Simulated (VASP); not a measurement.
# H10C6O: single point with PBE+D3(BJ)

The system is H10C6O.

```
C O H
1.0
     7.23807    0.00000    0.00000
     0.00000    7.23807    0.00000
     0.00000    0.00000    7.23807
C O H
12 2 20
Direct
  0.02263 0.56105 0.17158
  0.19302 0.48194 0.27643
  0.55297 0.11469 0.38878
  0.69987 0.06144 0.25233
  0.81929 0.86996 0.84225
  0.65307 0.90123 0.83573
  0.24193 0.05948 0.00568
  0.17400 0.15532 0.88213
  0.71847 0.42075 0.73438
  0.74676 0.44516 0.57489
  0.27621 0.73978 0.68138
  0.27683 0.60987 0.80559
  0.35254 0.47170 0.15941
  0.70919 0.21670 0.11434
  0.40761 0.34918 0.18615
  0.23331 0.53648 0.41519
  0.14181 0.33762 0.29862
  0.88862 0.57442 0.24766
  0.02480 0.70667 0.14414
  0.00630 0.49537 0.04434
  0.80613 0.17469 0.03232
  0.83041 0.05475 0.31956
  0.68100 0.92466 0.17383
  0.54807 0.02624 0.52948
  0.57928 0.25423 0.48031
  0.41888 0.11511 0.31776
  0.50109 0.86230 0.81839
  0.96635 0.83953 0.82526
  0.12313 0.20059 0.74402
  0.27867 0.96722 0.11682
  0.74636 0.48581 0.43007
  0.68626 0.37404 0.86037
  0.29776 0.51479 0.92758
  0.23552 0.87081 0.61981
```

```yaml
Program: VASP 6.6.1
Task: single point
Functional: PBE
Dispersion: D3(BJ)
Potentials_or_basis: VASP PAW PBE potentials, release 64 (C, O, H)
Cutoff: 520 eV
k_mesh: 1 × 1 × 1
Occupations: fermi-dirac, width 0.02 eV
Spin: no spin polarisation
Dipole_correction: no
Further_INCAR_settings: LREAL = Auto; ALGO = Normal; EDIFF = 1e-07; NBANDS = 63
```

```yaml
Pressure: -2.0 GPa
Largest_force: 6.088 eV/Å
Band_gap_on_the_k_mesh: 4.21 eV
Dispersion_energy_per_atom: -0.050 eV
```

Forces in eV/Å, atoms in the order of the input:
```
C    0.156  1.767  2.465
C   -1.605 -1.119  0.192
C   -0.126  0.465  3.690
C   -0.628  0.384 -1.134
C   -0.202  0.096 -0.522
C   -0.510 -1.286 -0.311
C   -1.154  1.010 -1.318
C    0.465 -1.373  0.091
C    0.412  0.310 -0.631
C    0.207  1.107 -2.992
C   -0.602 -4.063  4.493
C    0.093  4.192 -3.983
O    0.289 -0.476  0.322
O   -0.179 -1.020  1.208
H    0.132  0.817 -0.399
H   -0.489  0.281 -0.642
H    0.440  0.174  0.328
H    0.729 -1.198 -0.056
H    0.994  1.139 -0.544
H   -0.458 -1.098 -1.505
H    0.195 -0.021 -0.476
H    1.225 -0.090  0.592
H   -0.235  1.218  0.813
H   -0.014  0.441 -2.494
H   -0.387 -1.851 -2.329
H   -0.239  0.062  0.480
H    1.682  0.783  0.367
H   -0.632  0.209  0.304
H    0.386  0.098  1.376
H    0.089  0.255 -0.205
H    0.298 -0.229  0.688
H   -0.732 -0.884  3.184
H    0.072  0.507 -0.877
H    0.328 -0.607 -0.173
```

Stress tensor (GPa, compression positive):
```
-1.41  1.51 -1.51
 1.51 -3.11  2.02
-1.51  2.02 -1.43
```

Levels at points of the mesh, in eV from the valence-band top:
| k point | band 36 | band 37 | band 38 | band 39 | band 40 | band 41 | band 42 | band 43 | band 44 | band 45 |
| --- | --- | --- | --- | --- | --- | --- | --- | --- | --- | --- |
| (0.00, 0.00, 0.00) | -0.65 | -0.51 | -0.45 | -0.25 | 0.00 | 4.21 | 4.62 | 4.82 | 5.04 | 5.56 |

It took 93 s on 1 thread of Intel Xeon 8259CL, on a shared host, peak memory 0.36 GiB.

Caveat: the k points lie up to 0.87 Å⁻¹ apart.
